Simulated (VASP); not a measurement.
A run of VASP 6.6.1 is set up as follows.

The input POSCAR:

```
KF
1.0
    1.6609488103     -4.9346239315      0.0000000000
    1.6609488103      4.9346239315      0.0000000000
    0.0000000000      0.0000000000      4.1356787323
K F
2 2
Direct
    0.3815971007      0.6184028993      0.7500000000
    0.6184028993      0.3815971007      0.2500000000
    0.8813960563      0.1186039437      0.2500000000
    0.1186039437      0.8813960563      0.7500000000
```

INCAR.step1

```
PREC = Accurate
ENCUT = 520
ISMEAR = -1
SIGMA = 0.03
LREAL = F
LASPH = T
NELM = 80
NBANDS = 24
GGA = PE
ALGO = Normal
EDIFF = 1E-4
LWAVE = T
LCHARG = F
```

File INCAR.step2:

```
PREC = Accurate
ENCUT = 520
EDIFF = 1E-7
ISMEAR = -1
SIGMA = 0.03
LREAL = F
LASPH = T
NELM = 80
ALGO = Normal
ISIF = 2
LWAVE = F
LCHARG = F
METAGGA = R2SCAN
LMIXTAU = T
LUSE_VDW = T
IVDW_NL = 2
BPARAM = 11.95
CPARAM = 0.0093
NBANDS = 24
ISTART = 1
```

The input KPOINTS:

```
Automatic mesh
0
Gamma
  10 10 8
```

Potentials or basis: VASP PAW PBE potentials, release 64 (K_sv, F).

The run is started by

```sh
$ cat potpaw_PBE.64/K_sv/POTCAR potpaw_PBE.64/F/POTCAR > POTCAR
$ cp INCAR.step1 INCAR
$ mpirun -np 1 vasp_std > vasp.out
$ cp INCAR.step2 INCAR
$ mpirun -np 1 vasp_std > vasp.out
```

**Question.** Predict the largest force.

**Answer.** 0.007 eV/Å.

**Question.** Estimate the pressure.

**Answer.** 0.0 GPa.

**Question.** Predict the band gap on the k mesh.

**Answer.** 7.22 eV (least direct gap 7.25 eV).

Forces on the atoms (eV/Å):
```
K    0.000 -0.003  0.000
K    0.000  0.003  0.000
F    0.000 -0.007  0.000
F    0.000  0.007  0.000
```

Caveat: the PAW data sets were made with another functional, which shifts forces and pressure a little. A k mesh can miss the band edges.
